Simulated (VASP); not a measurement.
A run of VASP 6.6.1 is set up as follows.

Contents of INCAR:

```
SYSTEM = Sn
PREC = Accurate
ENCUT = 520
EDIFF = 1E-6
ISMEAR = -5
SIGMA = 0.05
LREAL = .False.
LASPH = .True.
NELM = 150
ALGO = Normal
ISIF = 2
LWAVE = .False.
LCHARG = .False.
ISPIN = 2
MAGMOM = 0.15 -0.15
LORBIT = 11
NUPDOWN = 0.0
GGA = PS
IVDW = 12
NBANDS = 25
```

The input KPOINTS:

```
Automatic mesh
0
Gamma
  7 7 7
  0 0 0
```

File POSCAR:

```
Sn
1.0
    0.0000000000      3.2333428000      3.2333428000
    3.2333428000      0.0000000000      3.2333428000
    3.2333428000      3.2333428000      0.0000000000
Sn
2
Direct
    0.7277970000      0.7518780000      0.7506420000
    0.4945320000      0.4775870000      0.4876800000
```

Potentials or basis: VASP PAW PBE potentials, release 64 (Sn_d).

The run is started by

```bash
$ cat potpaw_PBE.64/Sn_d/POTCAR > POTCAR
$ mpirun -np 1 vasp_std > vasp.out
```

(1) Estimate the dispersion energy per atom.

(2) Estimate the largest force.

(3) Estimate the pressure.

Answers

(1) -0.317 eV.

(2) 1.039 eV/Å.

(3) 0.2 GPa.

Caveat: the cell differs from its parent crystal (atoms moved at random); the PAW data sets were made with another functional, which shifts forces and pressure a little; the total moment is fixed, so each spin has its own Fermi level.
